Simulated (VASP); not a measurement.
# LiH (zincblende type): single point with PBE

The system is LiH (zincblende type).

```xyz
2
Lattice="0.0000 2.1305 2.1305 2.1305 0.0000 2.1305 2.1305 2.1305 0.0000" Properties=species:S:1:pos:R:3 pbc="T T T"
Li    0.0000    0.0000    0.0000
H     1.0652    1.0652    1.0652
```

| Item | Value |
| --- | --- |
| Program | VASP 6.6.1 |
| Task | single point |
| Functional | PBE |
| Potentials or basis | VASP PAW PBE potentials, release 64 (Li_sv, H) |
| Cutoff | 520 eV |
| k mesh | 13 × 13 × 13 |
| Occupations | fermi-dirac, width 0.05 eV |
| Spin | no spin polarisation |

```yaml
Band_gap_on_the_k_mesh: 4.36 eV (least direct gap 5.34 eV)
```

Levels at points of the mesh, in eV from the valence-band top:
```csv
k point,band 1,band 2,band 3,band 4,band 5,band 6,band 7
"(0.00, 0.00, 0.00)",-43.27,-3.70,13.30,17.52,17.52,17.52,20.11
```

It took 13 s on 1 thread of Intel Xeon 8259CL, with other jobs on the host, peak memory 0.14 GiB.

Caveat: an odd mesh through Γ misses points on the zone boundary, where band edges can lie.
